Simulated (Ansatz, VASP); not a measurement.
# Si3Au in VASP and in Ansatz

```
Si Au
1.0
     5.75719    0.00000    0.00000
    -2.87859    4.98587    0.00000
     0.00000    0.00000    4.54677
Si Au
6 2
Direct
  0.83791 0.67582 0.25000
  0.16209 0.83791 0.75000
  0.32418 0.16209 0.25000
  0.16209 0.32418 0.75000
  0.83791 0.16209 0.25000
  0.67582 0.83791 0.75000
  0.33333 0.66667 0.25000
  0.66667 0.33333 0.75000
```

Alike in both runs: functional PBE; k mesh 6 × 6 × 8; occupations gaussian, width 0.1 eV; no spin polarisation.

Ansatz relaxed the structure, and its values are those at the end. VASP's run is a single point on that final structure, the one shown.

|  | VASP | Ansatz |
| --- | --- | --- |
| version | VASP 6.6.1 | Ansatz 0.2.0 |
| potentials or method | VASP PAW PBE potentials, release 64 (Si, Au), cutoff 520 eV | scalar-relativistic, plane waves, PAW |
| valence electrons in the cell | 46 | 62 |

```csv
,VASP,Ansatz,Ansatz less VASP
gap on the k mesh at the Fermi level (eV),none,none,-
pressure (GPa),-0.1,0.0,+0.11
```

A gap of «none» marks a metal or a gap that the smearing closes. VASP's potentials hold 46 valence electrons a cell and Ansatz's 62, so a difference there can come from the potentials and not from the codes.

Spin-orbit coupling is off throughout.
